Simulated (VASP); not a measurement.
# Nb2SnB2O (I4/mmm) in VASP: further runs

Nb2SnB2O is run at these levels: PBE; tasks: single point, relaxation of cell and atoms.

Program: VASP 6.6.1. These are calculated values, not measurements. Logs are shortened: lines on timing, memory, paths and dates and some standing lists are left out, and cuts for length are marked.

## Step 1: The cell of the first run

Symmetry: I4/mmm, No. 139, tetragonal system. Conventional cell: a = 4.388 Å, b = 4.388 Å, c = 9.700 Å, α = 90.00°, β = 90.00°, γ = 90.00°. Nb (site symmetry 4mm) has 1 O at 1.96 Å and 4 B at 2.24 Å within 2.6 Å. Within 3.8 Å of Sn (site symmetry 4/mmm) lie 10 Nb at 2.89 to 3.67 Å and 4 O at 3.10 Å and 8 B at 3.27 Å. B (site symmetry -4m2) has 4 Nb at 2.24 Å within 3.0 Å. Within 2.6 Å of O (site symmetry 4/mmm) lie 2 Nb at 1.96 Å.

## Step 2: Single point, PBE

File INCAR:

```
PREC = Accurate ; ENCUT = 520
EDIFF = 1E-6 ; ISMEAR = 0
SIGMA = 0.15 ; LREAL = False
LASPH = True ; NELM = 100
ALGO = Normal ; ISIF = 2
LWAVE = False ; LCHARG = True
GGA = PE ; LELF = True
LVHAR = True ; NBANDS = 35
```

File KPOINTS:

```
regular mesh
0
Gamma
  3 3 3
```

File POSCAR:

```
Nb2SnB2O
1.0
   -2.1940269213      2.1940269213      4.8499490945
    2.1940269213     -2.1940269213      4.8499490945
    2.1940269213      2.1940269213     -4.8499490945
Nb Sn B O
2 1 2 1
Direct
    0.7017476711      0.7017476711      0.0000000000
    0.2982523289      0.2982523289      0.0000000000
    0.0000000000      0.0000000000      0.0000000000
    0.7500000000      0.2500000000      0.5000000000
    0.2500000000      0.7500000000      0.5000000000
    0.5000000000      0.5000000000      0.0000000000
```

Potentials or basis: VASP PAW PBE potentials, release 64 (Nb_sv, Sn_d, B, O).

On the command line:

```
$ cat potpaw_PBE.64/Nb_sv/POTCAR potpaw_PBE.64/Sn_d/POTCAR potpaw_PBE.64/B/POTCAR potpaw_PBE.64/O/POTCAR > POTCAR
$ mpirun -np 1 vasp_std > vasp.out
```

OUTCAR:

```text
PREC = Accurate
   ENCUT = 520
   EDIFF = 1E-6
   ISMEAR = 0
   LREAL = False
   LASPH = True
   NELM = 100
   ISIF = 2
   GGA = PE

 ion  position               nearest neighbor table
   1  0.702  0.702  0.000-   6 1.96   4 2.24   5 2.24   4 2.24   5 2.24   3 2.89
   2  0.298  0.298  0.000-   6 1.96   5 2.24   4 2.24   5 2.24   4 2.24   3 2.89
   3  0.000  0.000  0.000-   1 2.89   2 2.89
   4  0.750  0.250  0.500-   2 2.24   1 2.24   2 2.24   1 2.24
   5  0.250  0.750  0.500-   2 2.24   1 2.24   2 2.24   1 2.24
   6  0.500  0.500  0.000-   1 1.96   2 1.96

  LATTYP: Found a body centered tetragonal cell.
 ALAT       =     4.3880538426
 C/A-ratio  =     2.2105239673

  Lattice vectors:

 A1 = (  -2.1940269213,   2.1940269213,   4.8499490945)
 A2 = (   2.1940269213,  -2.1940269213,   4.8499490945)
 A3 = (   2.1940269213,   2.1940269213,  -4.8499490945)

Analysis of symmetry for initial positions (statically):
=====================================================================
 Subroutine PRICEL returns:
 Original cell was already a primitive cell.

 Routine SETGRP: Setting up the symmetry group for a
 body centered tetragonal supercell.

 Subroutine GETGRP returns: Found 16 space group operations
 (whereof 16 operations were pure point group operations)
 out of a pool of 16 trial point group operations.

The static configuration has the point symmetry D_4h.

Analysis of symmetry for dynamics (positions and initial velocities):
=====================================================================
 Subroutine PRICEL returns:
 Original cell was already a primitive cell.

 Routine SETGRP: Setting up the symmetry group for a
 body centered tetragonal supercell.

 Subroutine GETGRP returns: Found 16 space group operations
 (whereof 16 operations were pure point group operations)
 out of a pool of 16 trial point group operations.

The dynamic configuration has the point symmetry D_4h.

 Subroutine INISYM returns: Found 16 space group operations
 (whereof 16 operations are pure point group operations),
 and found     1 'primitive' translations

----------------------------------------------------------------------------------------

                                     Primitive cell

  volume of cell :      93.3858

  direct lattice vectors                    reciprocal lattice vectors
    -2.194026921  2.194026921  4.849949095     0.000000000  0.227891461  0.103093866
     2.194026921 -2.194026921  4.849949095     0.227891461  0.000000000  0.103093866
     2.194026921  2.194026921 -4.849949095     0.227891461  0.227891461  0.000000000

  length of vectors
     5.757561505  5.757561505  5.757561505     0.250125694  0.250125694  0.322287195

  position of ions in fractional coordinates (direct lattice)
     0.701747671  0.701747671  0.000000000
     0.298252329  0.298252329  0.000000000
     0.000000000  0.000000000  0.000000000
     0.750000000  0.250000000  0.500000000
     0.250000000  0.750000000  0.500000000
     0.500000000  0.500000000  0.000000000

  ion indices of the primitive-cell ions
   primitive index   ion index
                 1           1
                 2           2
                 3           3
                 4           4
                 5           5
                 6           6

----------------------------------------------------------------------------------------

 KPOINTS: regular mesh

Automatic generation of k-mesh.
 Grid dimensions read from file:
 generate k-points for:    3    3    3

 Generating k-lattice:

  Cartesian coordinates                     Fractional coordinates (reciprocal lattice)
     0.000000000  0.075963820  0.034364622     0.333333333  0.000000000  0.000000000
     0.075963820  0.000000000  0.034364622     0.000000000  0.333333333  0.000000000
     0.075963820  0.075963820  0.000000000     0.000000000  0.000000000  0.333333333

  Length of vectors
     0.083375231  0.083375231  0.107429065

  Shift w.r.t. Gamma in fractional coordinates (k-lattice)
     0.000000000  0.000000000  0.000000000

 Subroutine IBZKPT returns following result:
 ===========================================

 Found      6 irreducible k-points:

 Following reciprocal coordinates:
            Coordinates               Weight
  0.000000  0.000000  0.000000      1.000000
  0.333333  0.000000 -0.000000      8.000000
  0.333333  0.333333 -0.000000      8.000000
 -0.333333  0.333333  0.000000      4.000000
 -0.333333  0.333333  0.333333      4.000000
 -0.333333 -0.333333  0.333333      2.000000
   k-points           NKPTS =      6   k-points in BZ     NKDIM =      6   number of bands    NBANDS=     35
   number of dos      NEDOS =    301   number of ions     NIONS =      6
   total plane-waves  NPLWV = 110592
   dimension x,y,z NGX =    48 NGY =   48 NGZ =   48
   dimension x,y,z NGXF=    96 NGYF=   96 NGZF=   96
   ions per type =               2   1   2   1
   NGX,Y,Z   is equivalent  to a cutoff of  13.86, 13.86, 13.86 a.u.
   NGXF,Y,Z  is equivalent  to a cutoff of  27.72, 27.72, 27.72 a.u.
 SYSTEM =  unknown system
   PREC   = accura    normal or accurate (medium, high low for compatibility)
   ISTART =      0    job   : 0-new  1-cont  2-samecut
   ICHARG =      2    charge: 1-file 2-atom 10-const
   ISPIN  =      1    spin polarized calculation?
   LNONCOLLINEAR =      F non collinear calculations
   LSORBIT =      F    spin-orbit coupling
   LASPH  =      T    aspherical Exc in radial PAW
   ENCUT  =  520.0 eV  38.22 Ry    6.18 a.u.  10.71 10.71 10.71*2*pi/ulx,y,z
   NELM   =    100;   NELMIN=  2; NELMDL= -5     # of ELM steps
   EDIFF  = 0.1E-05   stopping-criterion for ELM
   LREAL  =      F    real-space projection
   EDIFFG = 0.1E-04   stopping-criterion for IOM
   NSW    =      0    number of steps for IOM
   IBRION =     -1    ionic relax: 0-MD 1-quasi-New 2-CG
   NFREE  =      0    steps in history (QN), initial steepest desc. (CG)
   ISIF   =      2    stress and relaxation
   ISYM   =      2    0-nonsym 1-usesym 2-fastsym
   POTIM  = 0.5000    time-step for ionic-motion
   TEBEG  =    0.0;   TEEND  =   0.0 temperature during run
   PSTRESS=    0.0 pullay stress
   NELECT =      52.0000    total number of electrons
   NUPDOWN=      -1.0000    fix difference up-down
   EMIN   =  10.00;   EMAX   =-10.00  energy-range for DOS
   EFERMI =   0.00;   METHOD = LEGACY
   ISMEAR =     0;   SIGMA  =   0.15  broadening in eV -4-tet -1-fermi 0-gaus
   EFERMI_NEDOS =   21; number of points for ismear=-14 and -15
   IALGO  =     38    algorithm
   IMIX   =      4    mixing-type and parameters
     AMIX     =   0.40;   BMIX     =  1.00
     AMIX_MAG =   1.60;   BMIX_MAG =  1.00
  volume/ion in A,a.u.               =      15.56       105.03
  Fermi-wavevector in a.u.,A,eV,Ry     =   1.346839  2.545156 24.680621  1.813974
  Thomas-Fermi vector in A             =   2.474638
   LORBIT       =      0    0 simple, 1 ext, 2 COOP (PROOUT), +10 PAW based schemes
   GGA     = PE    functional components
   LHFCALC =     F    Hartree Fock is set to
   AEXX    =    0.0000 exact exchange contribution
   IVDW    =     0    specifies the selected vdW correction
   LEPSILON=     F    determine dielectric tensor
   LRPA    =     F    only Hartree local field effects (RPA)
 non-spin polarized calculation
 Gauss-broadening in eV      SIGMA  =   0.15
  energy-cutoff  :      520.00
  volume of cell :       93.39
 maximum number of plane-waves:      2535
 NGX is ok and might be reduce to    48
   NGX = 21   NGY = 21   NGZ = 21

 number of electron      52.0000004 magnetization

 Free energy of the ion-electron system (eV)
  ---------------------------------------------------
  ext. energy  EPLUGINS =         0.00000000
  ---------------------------------------------------
  free energy    TOTEN  =       -45.17644649 eV

  energy without entropy =      -45.13913331  energy(sigma->0) =      -45.15778990

 E-fermi :   7.8079     XC(G=0): -11.0491

 val. band max:        7.6388787479   @ k =   0.3333   0.0000  -0.0000
 cond. band min:       7.8498540416   @ k =   0.3333   0.3333  -0.0000
 fundamental gap:      0.2109752938
 Fermi energy:         7.8079384549

 k-point     1 :       0.0000    0.0000    0.0000
  band No.  band energies     occupation
      1     -47.0654      2.00000
      2     -47.0121      2.00000
      3     -23.5993      2.00000
      4     -23.4755      2.00000
      5     -23.1714      2.00000
      6     -23.1714      2.00000
[... 27 lines left out ...]
     34      11.6891      0.00000
     35      12.0710      0.00000

 k-point     2 :       0.3333    0.0000   -0.0000
  band No.  band energies     occupation
      1     -47.0521      2.00000
      2     -47.0254      2.00000
      3     -23.6044      2.00000
      4     -23.4861      2.00000
      5     -23.1059      2.00000
      6     -23.1028      2.00000
[... 27 lines left out ...]
     34      12.1323      0.00000
     35      12.5887      0.00000

 k-point     3 :       0.3333    0.3333   -0.0000
  band No.  band energies     occupation
      1     -47.0446      2.00000
      2     -47.0328      2.00000
      3     -23.6020      2.00000
      4     -23.4803      2.00000
      5     -23.2123      2.00000
      6     -23.1400      2.00000
[... 27 lines left out ...]
     34      11.7630      0.00000
     35      12.3189      0.00000

 k-point     4 :      -0.3333    0.3333    0.0000
  band No.  band energies     occupation
      1     -47.0461      2.00000
      2     -47.0312      2.00000
      3     -23.6040      2.00000
      4     -23.4772      2.00000
      5     -23.2093      2.00000
      6     -23.1442      2.00000
[... 27 lines left out ...]
     34      11.9204      0.00000
     35      12.1888      0.00000

 k-point     5 :      -0.3333    0.3333    0.3333
  band No.  band energies     occupation
      1     -47.0504      2.00000
      2     -47.0270      2.00000
      3     -23.6105      2.00000
      4     -23.4798      2.00000
      5     -23.1088      2.00000
      6     -23.1079      2.00000
[... 27 lines left out ...]
     34      12.2322      0.00000
     35      12.4071      0.00000

 k-point     6 :      -0.3333   -0.3333    0.3333
  band No.  band energies     occupation
      1     -47.0638      2.00000
      2     -47.0137      2.00000
      3     -23.6012      2.00000
      4     -23.4754      2.00000
      5     -23.1742      2.00000
      6     -23.1742      2.00000
[... 27 lines left out ...]
     34      12.2847      0.00000
     35      12.4118      0.00000

------------------------ aborting loop because EDIFF is reached ----------------------------------------

  FORCE on cell =-STRESS in cart. coord.  units (eV):
  Direction    XX          YY          ZZ          XY          YZ          ZX
  --------------------------------------------------------------------------------------
  -------------------------------------------------------------------------------------
  Total       -0.0981797     -0.0981797      0.0874980      0.0000000      0.0000000     -0.0000000
  in kB       -1.6844240     -1.6844240      1.5011618      0.0000000      0.0000000     -0.0000000
  external PRESSURE =      -0.6225621 kB  Pullay stress =       0.0000000 kB

 VOLUME and BASIS-vectors are now :
 -----------------------------------------------------------------------------
  energy-cutoff  :      520.00
  volume of cell :       93.39
      direct lattice vectors                 reciprocal lattice vectors
    -2.194026921  2.194026921  4.849949095     0.000000000  0.227891461  0.103093866
     2.194026921 -2.194026921  4.849949095     0.227891461  0.000000000  0.103093866
     2.194026921  2.194026921 -4.849949095     0.227891461  0.227891461  0.000000000

 POSITION                                       TOTAL-FORCE (eV/Angst)
 -----------------------------------------------------------------------------------
      0.00000      0.00000      6.80688         0.000000      0.000000      0.011304
      0.00000      0.00000      2.89302        -0.000000     -0.000000     -0.011304
      0.00000      0.00000      0.00000         0.000000      0.000000     -0.000000
      0.00000      2.19403      2.42497         0.000000      0.000000     -0.000000
      2.19403      0.00000      2.42497         0.000000      0.000000     -0.000000
      0.00000      0.00000      4.84995         0.000000      0.000000     -0.000000
 -----------------------------------------------------------------------------------
    total drift:                                0.000000      0.000000     -0.000000

  FREE ENERGIE OF THE ION-ELECTRON SYSTEM (eV)
  ---------------------------------------------------
  free  energy   TOTEN  =       -45.1764464866 eV

  energy  without entropy=      -45.1391333084  energy(sigma->0) =      -45.15778990
```

Wall time 24 s (1 thread of Intel Xeon 6975P-C (Granite Rapids), shared host); peak memory 0.31 GiB.

What came out:

| Property | Result |
| --- | --- |
| Free energy | -45.1764 eV |
| Pressure | -0.1 GPa |
| Largest force | 0.011 eV/Å |
| Band gap on the k mesh | zero (band 26 reaches 8.03 eV, above the bottom of band 27 at 7.49 eV) |

Forces on the atoms (eV/Å):
```
Nb   0.000  0.000  0.011
Nb   0.000  0.000 -0.011
Sn   0.000  0.000  0.000
B    0.000  0.000  0.000
B    0.000  0.000  0.000
O    0.000  0.000  0.000
```

Stress tensor (GPa, compression positive):
```
-0.17  0.00  0.00
 0.00 -0.17  0.00
 0.00  0.00  0.15
```

Caveat: the k points lie up to 0.67 Å⁻¹ apart; spin-orbit coupling is left out, which moves the levels of the heavy elements.

## Step 3: Relaxation of cell and atoms, PBE

This run uses another cell than the first one, of 17.47 Å³/atom, 1.122 times its volume.

File INCAR:

```
SYSTEM = Nb2SnB2O
PREC = Accurate ; ENCUT = 600
EDIFF = 1E-6 ; ISMEAR = 0
SIGMA = 0.15 ; LREAL = .False.
LASPH = .True. ; NELM = 60
ALGO = Normal ; ISIF = 3
LWAVE = .False. ; LCHARG = .False.
GGA = PE ; IBRION = 2
NSW = 36 ; EDIFFG = -0.08
```

File KPOINTS:

```
regular mesh
0
Gamma
  3 3 3
  0 0 0
```

File POSCAR:

```
Nb2SnB2O
1.0
   -2.5323331000      2.5323331000      4.0858982400
    2.5323331000     -2.5323331000      4.0858982400
    2.5323331000      2.5323331000     -4.0858982400
Nb Sn B O
2 1 2 1
Direct
    0.7239056400      0.7239056400      0.0000000000
    0.2760943600      0.2760943600      0.0000000000
    0.0000000000      0.0000000000      0.0000000000
    0.7500000000      0.2500000000      0.5000000000
    0.2500000000      0.7500000000      0.5000000000
    0.5000000000      0.5000000000      0.0000000000
```

Potentials or basis: VASP PAW PBE potentials, release 64 (Nb_sv, Sn_d, B, O).

On the command line:

```
$ cat potpaw_PBE.64/Nb_sv/POTCAR potpaw_PBE.64/Sn_d/POTCAR potpaw_PBE.64/B/POTCAR potpaw_PBE.64/O/POTCAR > POTCAR
$ mpirun -np 1 vasp_std > vasp.out
```

Wall time 2.5 min (1 thread of Intel Xeon 6975P-C (Granite Rapids), shared host); peak memory 0.36 GiB.

It converged, with:

```yaml
Free_energy: -45.1822 eV
Relaxed_volume: 15.53 Å³/atom
Relaxed_cell: a = 5.754 Å, b = 5.754 Å, c = 5.754 Å, α = 135.21°, β = 135.21°, γ = 65.20°
Space_group_after_relaxing_to_0.05_Å: I4/mmm (No. 139)
Energy_gained_by_relaxing: 1229.5 meV/atom
Ionic_steps: 9
Pressure_after_relaxing: 0.2 GPa
Largest_force_after_relaxing: 0.026 eV/Å
Band_gap_on_the_k_mesh: zero (band 26 reaches 8.05 eV, above the bottom of band 27 at 7.51 eV)
```

Forces in eV/Å, atoms in the order of the input:
```
Nb   0.000  0.000  0.026
Nb   0.000  0.000 -0.026
Sn   0.000  0.000  0.000
B    0.000  0.000  0.000
B    0.000  0.000  0.000
O    0.000  0.000  0.000
```

Stress tensor (GPa, compression positive):
```
0.13 0.00 0.00
0.00 0.13 0.00
0.00 0.00 0.23
```

Step by step:
| step | energy change (eV) | largest force (eV/Å) | pressure (GPa) | volume (Å³) |
| --- | --- | --- | --- | --- |
| 1 | 0.0000 | 7.4323 | 11.94 | 104.81 |
| 2 | -5.0382 | 0.0868 | -18.42 | 114.14 |
| 3 | -6.0824 | 1.1369 | -16.46 | 111.93 |
| 4 | -6.0813 | 1.1933 | -16.31 | 111.81 |
| 5 | -6.0626 | 1.3547 | -15.72 | 111.42 |
| 6 | -7.1718 | 0.0902 | 8.37 | 88.36 |
| 7 | -7.3575 | 0.4038 | -0.56 | 93.71 |
| 8 | -7.3749 | 0.1678 | -0.11 | 93.37 |
| 9 | -7.3772 | 0.0262 | 0.16 | 93.20 |

Final structure:
```xyz
6
Lattice="-2.1924 2.1924 4.8477 2.1924 -2.1924 4.8477 2.1924 2.1924 -4.8477" Properties=species:S:1:pos:R:3 pbc="T T T"
Nb    0.0000    0.0000    6.8034
Nb    0.0000    0.0000    2.8920
Sn    0.0000    0.0000    0.0000
B     0.0000    2.1924    2.4239
B     2.1924    0.0000    2.4239
O     0.0000    0.0000    4.8477
```

Levels at points of the mesh, in eV from the Fermi level:
```
           k point  band 22  band 23  band 24  band 25  band 26  band 27  band 28  band 29  band 30  band 31
(0.00, 0.00, 0.00)    -1.67    -1.67    -1.36    -0.96     0.05     0.05     2.77     2.77     3.17     3.32
```

Caveat: the k points lie up to 0.68 Å⁻¹ apart in the final cell; spin-orbit coupling is left out, which moves the levels of the heavy elements; the relaxation stopped at a loose force limit of 0.08 eV/Å, so its end isn't a converged minimum.
